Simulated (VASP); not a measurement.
# LiBe24 in VASP: further runs

Runs on LiBe24. Level: LDA. Tasks: single point.

Program: VASP 6.6.1. These are calculated values, not measurements. Logs are shortened: lines on timing, memory, paths and dates and some standing lists are left out, and cuts for length are marked.

### Step 1. The cell of the first run

The cell holds a slab with vacuum, 25 atoms: a = 4.452 Å, b = 7.033 Å, c = 19.800 Å, α = 90.00°, β = 90.00°, γ = 90.00°.

### Step 2. Single point, LDA

INCAR reads:

```
PREC = Accurate
ENCUT = 520
EDIFF = 1E-7
ISMEAR = 0
SIGMA = 0.1
LREAL = Auto
LASPH = True
NELM = 100
ALGO = Normal
ISIF = 2
LWAVE = False
LCHARG = False
LDIPOL = True
IDIPOL = 3
DIPOL = 0.5 0.5 0.321
NBANDS = 44
```

KPOINTS reads:

```
regular mesh
0
Gamma
  6 4 1
```

POSCAR reads:

```
LiBe24
1.0
    4.4524297775      0.0000000000      0.0000000000
    0.0000000000      7.0331519566      0.0000000000
    0.0000000000      0.0000000000     19.7998741761
Be Li
24 1
Direct
    0.0000000000      0.3750000000      0.2020214858
    0.0000000000      0.8750000000      0.2020214858
    0.5000000000      0.3750000000      0.2020214858
    0.5000000000      0.8750000000      0.2020214858
    0.2500000000      0.1250000000      0.2344789084
    0.2500000000      0.6250000000      0.2344789084
    0.7500000000      0.1250000000      0.2344789084
    0.7500000000      0.6250000000      0.2344789084
    0.2500000000      0.3750000000      0.2993937535
    0.2500000000      0.8750000000      0.2993937535
    0.7500000000      0.3750000000      0.2993937535
    0.7500000000      0.8750000000      0.2993937535
    0.0000000000      0.1250000000      0.3261495638
    0.0000000000      0.6250000000      0.3261495638
    0.5000000000      0.1250000000      0.3261495638
    0.5000000000      0.6250000000      0.3261495638
    0.0000000000      0.3750000000      0.3969669031
    0.0000000000      0.8750000000      0.3969669031
    0.5000000000      0.3750000000      0.3969669031
    0.5000000000      0.8750000000      0.3969669031
    0.2500000000      0.1250000000      0.4191882283
    0.2500000000      0.6250000000      0.4191882283
    0.7500000000      0.1250000000      0.4191882283
    0.7500000000      0.6250000000      0.4191882283
    0.5000000000      0.1250000000      0.5206534635
```

Potentials or basis: VASP PAW LDA potentials, release 64 (Be, Li_sv).

The run is started by

```console
$ cat potpaw_LDA.64/Be/POTCAR potpaw_LDA.64/Li_sv/POTCAR > POTCAR
$ mpirun -np 1 vasp_std > vasp.out
```

OUTCAR:

```text
PREC = Accurate
   ENCUT = 520
   EDIFF = 1E-7
   ISMEAR = 0
   LREAL = Auto
   LASPH = True
   NELM = 100
   ISIF = 2

 ion  position               nearest neighbor table
   1  0.000  0.375  0.202-   5 2.18   6 2.18   7 2.18   8 2.18   3 2.23   3 2.23  11 2.23   9 2.23

   2  0.000  0.875  0.202-   5 2.18   6 2.18   7 2.18   8 2.18   4 2.23   4 2.23  12 2.23  10 2.23

   3  0.500  0.375  0.202-   5 2.18   6 2.18   7 2.18   8 2.18   1 2.23   1 2.23  11 2.23   9 2.23
[... 39 lines left out ...]
  23  0.750  0.125  0.419-  17 2.13  18 2.13  19 2.13  20 2.13  13 2.15  15 2.15  21 2.23  21 2.23
                            25 2.30
  24  0.750  0.625  0.419-  17 2.13  18 2.13  19 2.13  20 2.13  14 2.15  16 2.15  22 2.23  22 2.23

  25  0.500  0.125  0.521-  21 2.30  23 2.30

  LATTYP: Found a simple orthorhombic cell.
 ALAT       =     4.4524297775
 B/A-ratio  =     1.5796210851
 C/A-ratio  =     4.4469817977

  Lattice vectors:

 A1 = (   4.4524297775,   0.0000000000,   0.0000000000)
 A2 = (   0.0000000000,   7.0331519566,   0.0000000000)
 A3 = (   0.0000000000,   0.0000000000,  19.7998741761)

Analysis of symmetry for initial positions (statically):
=====================================================================
 Subroutine PRICEL returns:
 Original cell was already a primitive cell.

 Routine SETGRP: Setting up the symmetry group for a
 simple orthorhombic supercell.

 Subroutine GETGRP returns: Found  4 space group operations
 (whereof  2 operations were pure point group operations)
 out of a pool of  8 trial point group operations.

The static configuration has the point symmetry C_1h.
 The point group associated with its full space group is C_2v.

Analysis of symmetry for dynamics (positions and initial velocities):
=====================================================================
 Subroutine PRICEL returns:
 Original cell was already a primitive cell.

 Routine SETGRP: Setting up the symmetry group for a
 simple orthorhombic supercell.

 Subroutine GETGRP returns: Found  4 space group operations
 (whereof  2 operations were pure point group operations)
 out of a pool of  8 trial point group operations.

The dynamic configuration has the point symmetry C_1h.
 The point group associated with its full space group is C_2v.

 Subroutine INISYM returns: Found  4 space group operations
 (whereof  2 operations are pure point group operations),
 and found     1 'primitive' translations

----------------------------------------------------------------------------------------

                                     Primitive cell

  volume of cell :     620.0254

  direct lattice vectors                    reciprocal lattice vectors
     4.452429777  0.000000000  0.000000000     0.224596468  0.000000000  0.000000000
     0.000000000  7.033151957  0.000000000     0.000000000  0.142183761  0.000000000
     0.000000000  0.000000000 19.799874176     0.000000000  0.000000000  0.050505371

  length of vectors
     4.452429777  7.033151957 19.799874176     0.224596468  0.142183761  0.050505371

  position of ions in fractional coordinates (direct lattice)
     0.000000000  0.375000000  0.202021486
     0.000000000  0.875000000  0.202021486
     0.500000000  0.375000000  0.202021486
     0.500000000  0.875000000  0.202021486
     0.250000000  0.125000000  0.234478908
     0.250000000  0.625000000  0.234478908
[... 17 lines left out ...]
     0.750000000  0.625000000  0.419188228
     0.500000000  0.125000000  0.520653463

  ion indices of the primitive-cell ions
   primitive index   ion index
                 1           1
                 2           2
                 3           3
                 4           4
                 5           5
                 6           6
[... 17 lines left out ...]
                24          24
                25          25

----------------------------------------------------------------------------------------

 KPOINTS: regular mesh

Automatic generation of k-mesh.
 Grid dimensions read from file:
 generate k-points for:    6    4    1

 Generating k-lattice:

  Cartesian coordinates                     Fractional coordinates (reciprocal lattice)
     0.037432745  0.000000000  0.000000000     0.166666667  0.000000000  0.000000000
     0.000000000  0.035545940  0.000000000     0.000000000  0.250000000  0.000000000
     0.000000000  0.000000000  0.050505371     0.000000000  0.000000000  1.000000000

  Length of vectors
     0.037432745  0.035545940  0.050505371

  Shift w.r.t. Gamma in fractional coordinates (k-lattice)
     0.000000000  0.000000000  0.000000000

 Subroutine IBZKPT returns following result:
 ===========================================

 Found     12 irreducible k-points:

 Following reciprocal coordinates:
            Coordinates               Weight
  0.000000  0.000000  0.000000      1.000000
  0.166667  0.000000  0.000000      2.000000
  0.333333  0.000000  0.000000      2.000000
  0.500000  0.000000  0.000000      1.000000
  0.000000  0.250000  0.000000      2.000000
  0.166667  0.250000  0.000000      4.000000
  0.333333  0.250000  0.000000      4.000000
  0.500000  0.250000  0.000000      2.000000
  0.000000  0.500000  0.000000      1.000000
  0.166667  0.500000  0.000000      2.000000
  0.333333  0.500000  0.000000      2.000000
  0.500000  0.500000  0.000000      1.000000
   k-points           NKPTS =     12   k-points in BZ     NKDIM =     12   number of bands    NBANDS=     44
   number of dos      NEDOS =    301   number of ions     NIONS =     25
   total plane-waves  NPLWV = 291600
   dimension x,y,z NGX =    36 NGY =   54 NGZ =  150
   dimension x,y,z NGXF=    72 NGYF=  108 NGZF=  300
   ions per type =              24   1
   NGX,Y,Z   is equivalent  to a cutoff of  13.44, 12.76, 12.59 a.u.
   NGXF,Y,Z  is equivalent  to a cutoff of  26.88, 25.53, 25.19 a.u.
 SYSTEM =  unknown system
   PREC   = accura    normal or accurate (medium, high low for compatibility)
   ISTART =      0    job   : 0-new  1-cont  2-samecut
   ICHARG =      2    charge: 1-file 2-atom 10-const
   ISPIN  =      1    spin polarized calculation?
   LNONCOLLINEAR =      F non collinear calculations
   LSORBIT =      F    spin-orbit coupling
   LASPH  =      T    aspherical Exc in radial PAW
   ENCUT  =  520.0 eV  38.22 Ry    6.18 a.u.   8.28 13.08 36.81*2*pi/ulx,y,z
   NELM   =    100;   NELMIN=  2; NELMDL= -5     # of ELM steps
   EDIFF  = 0.1E-06   stopping-criterion for ELM
   LREAL  =      T    real-space projection
   EDIFFG = 0.1E-05   stopping-criterion for IOM
   NSW    =      0    number of steps for IOM
   IBRION =     -1    ionic relax: 0-MD 1-quasi-New 2-CG
   NFREE  =      0    steps in history (QN), initial steepest desc. (CG)
   ISIF   =      2    stress and relaxation
   ISYM   =      2    0-nonsym 1-usesym 2-fastsym
   POTIM  = 0.5000    time-step for ionic-motion
   TEBEG  =    0.0;   TEEND  =   0.0 temperature during run
   PSTRESS=    0.0 pullay stress
   NELECT =      51.0000    total number of electrons
   NUPDOWN=      -1.0000    fix difference up-down
   EMIN   =  10.00;   EMAX   =-10.00  energy-range for DOS
   EFERMI =   0.00;   METHOD = LEGACY
   ISMEAR =     0;   SIGMA  =   0.10  broadening in eV -4-tet -1-fermi 0-gaus
   EFERMI_NEDOS =   21; number of points for ismear=-14 and -15
   IALGO  =     38    algorithm
   IMIX   =      4    mixing-type and parameters
     AMIX     =   0.40;   BMIX     =  1.00
     AMIX_MAG =   1.60;   BMIX_MAG =  1.00
  volume/ion in A,a.u.               =      24.80       167.37
  Fermi-wavevector in a.u.,A,eV,Ry     =   0.711970  1.345428  6.896811  0.506901
  Thomas-Fermi vector in A             =   1.799222
   LORBIT       =      0    0 simple, 1 ext, 2 COOP (PROOUT), +10 PAW based schemes
   GGA     = CA    functional components
   LHFCALC =     F    Hartree Fock is set to
   AEXX    =    0.0000 exact exchange contribution
   IVDW    =     0    specifies the selected vdW correction
   LEPSILON=     F    determine dielectric tensor
   LRPA    =     F    only Hartree local field effects (RPA)
 non-spin polarized calculation
 Gauss-broadening in eV      SIGMA  =   0.10
  energy-cutoff  :      520.00
  volume of cell :      620.03
 maximum number of plane-waves:     16734
 NGX is ok and might be reduce to    36
   NGX = 17   NGY = 27   NGZ = 73

 number of electron      51.0000003 magnetization

 dipolmoment           0.000000      0.000000     -0.487567 electrons x Angstroem

 Free energy of the ion-electron system (eV)
  ---------------------------------------------------
  ext. energy  EPLUGINS =         0.00000000
  ---------------------------------------------------
  free energy    TOTEN  =       -95.03920203 eV

  energy without entropy =      -95.00742644  energy(sigma->0) =      -95.02331424

 E-fermi :  -0.2303     XC(G=0):  -4.4426

 val. band max:       -0.2341226997   @ k =   0.0000   0.5000   0.0000
 cond. band min:      -0.1770443024   @ k =   0.3333   0.0000   0.0000
 fundamental gap:      0.0570783973
 Fermi energy:        -0.2303485400

 k-point     1 :       0.0000    0.0000    0.0000
  band No.  band energies     occupation
      1     -47.6376      2.00000
      2     -10.6456      2.00000
      3      -8.5648      2.00000
      4      -8.5158      2.00000
      5      -8.4935      2.00000
      6      -6.4230      2.00000
[... 469 lines left out ...]
     36       3.3566      0.00000
     37       3.8279      0.00000
 [bands above 37 left out]

------------------------ aborting loop because EDIFF is reached ----------------------------------------

 vacuum level on the upper side and lower side of the slab       (xc-potential included)        -1.597         1.219

  FORCE on cell =-STRESS in cart. coord.  units (eV):
  Direction    XX          YY          ZZ          XY          YZ          ZX
  --------------------------------------------------------------------------------------
  -------------------------------------------------------------------------------------
  Total       -0.0230069     -3.0065523     -1.7680035      0.0000000      0.0000000      0.0000000
  in kB       -0.0594509     -7.7690842     -4.5686111      0.0000000      0.0000000      0.0000000
  external PRESSURE =      -4.1323821 kB  Pullay stress =       0.0000000 kB

 VOLUME and BASIS-vectors are now :
 -----------------------------------------------------------------------------
  energy-cutoff  :      520.00
  volume of cell :      620.03
      direct lattice vectors                 reciprocal lattice vectors
     4.452429777  0.000000000  0.000000000     0.224596468  0.000000000  0.000000000
     0.000000000  7.033151957  0.000000000     0.000000000  0.142183761  0.000000000
     0.000000000  0.000000000 19.799874176     0.000000000  0.000000000  0.050505371

 POSITION                                       TOTAL-FORCE (eV/Angst)
 -----------------------------------------------------------------------------------
      0.00000      2.63743      4.00000         0.000000      0.021853      0.563826
      0.00000      6.15401      4.00000         0.000000     -0.021853      0.563826
      2.22621      2.63743      4.00000         0.000000      0.030655      0.577205
      2.22621      6.15401      4.00000         0.000000     -0.030655      0.577205
      1.11311      0.87914      4.64265        -0.001487     -0.000000     -0.651526
      1.11311      4.39572      4.64265         0.009647      0.000000     -0.732595
[... 17 lines left out ...]
      3.33932      4.39572      8.29987        -0.012051      0.000000     -0.092395
      2.22621      0.87914     10.30887         0.000000      0.000000      0.011485
 -----------------------------------------------------------------------------------
    total drift:                                0.000000     -0.000000     -0.001212

  FREE ENERGIE OF THE ION-ELECTRON SYSTEM (eV)
  ---------------------------------------------------
  free  energy   TOTEN  =       -95.0392020342 eV

  energy  without entropy=      -95.0074264404  energy(sigma->0) =      -95.02331424

 vacuum level on the upper side and lower side of the slab         1.233         4.121
```

It took 9.1 min on 1 thread of AMD EPYC 9R45 (Zen 5), shared host; peak memory 0.54 GiB.

Results:

```
Free energy            : -95.0392 eV
Largest force          : 0.733 eV/Å
Band gap on the k mesh : zero (an odd number of electrons rules out a gap without spin polarisation)
```

Forces in eV/Å, atoms in the order of the input:
```
Be   0.000  0.022  0.564
Be   0.000 -0.022  0.564
Be   0.000  0.031  0.577
Be   0.000 -0.031  0.577
Be  -0.001  0.000 -0.652
Be   0.010  0.000 -0.733
Be   0.001  0.000 -0.652
Be  -0.010  0.000 -0.733
Be   0.010  0.036  0.176
Be   0.010 -0.036  0.176
Be  -0.010  0.036  0.176
Be  -0.010 -0.036  0.176
Be   0.000  0.000  0.154
Be   0.000  0.000 -0.040
Be   0.000  0.000 -0.069
Be   0.000  0.000 -0.039
Be   0.000  0.072  0.216
Be   0.000 -0.072  0.216
Be   0.000  0.000  0.274
Be   0.000  0.000  0.274
Be  -0.218  0.000 -0.514
Be   0.012  0.000 -0.092
Be   0.218  0.000 -0.514
Be  -0.012  0.000 -0.092
Li   0.000  0.000  0.011
```

Caveat: the cutoff is under 1.25 times the usual one of these potentials, so pressure, stress and relaxed cells hold a basis-set (Pulay) error.

[end of part 1 of 2]

The gap in the log of VASP goes by the Fermi energy; the results here count the filled bands.